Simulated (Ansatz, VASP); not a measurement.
## AlAs: VASP beside Ansatz

```xyz
2
Lattice="0.0000 2.8168 2.8168 2.8168 0.0000 2.8168 2.8168 2.8168 0.0000" Properties=species:S:1:pos:R:3 pbc="T T T"
Al    0.0000    0.0000    0.0000
As    4.2253    4.2253    4.2253
```

Alike in both runs: task single point; functional RPBE; dispersion D4; k mesh 8 × 8 × 8; occupations gaussian, width 0.05 eV; no spin polarisation.

```csv
,VASP,Ansatz
version,VASP 6.6.1,Ansatz 0.2.0
potentials or method,"VASP PAW PBE potentials, release 64 (Al, As), cutoff 500 eV","scalar-relativistic, plane waves, PAW"
valence electrons in the cell,8,18
```

Ansatz gave:

- gap on the k mesh at the Fermi level (eV): 1.49
- least direct gap on the mesh (eV): 2.30
- pressure (GPa): 0.0

Problem. What did VASP give for the same quantities?

Solution. gap on the k mesh at the Fermi level (eV): 1.49; least direct gap on the mesh (eV): 2.31; pressure (GPa): 0.1.

VASP's potentials were made for PBE, not for RPBE. VASP's potentials hold 8 valence electrons a cell and Ansatz's 18, so a difference there can come from the potentials and not from the codes.
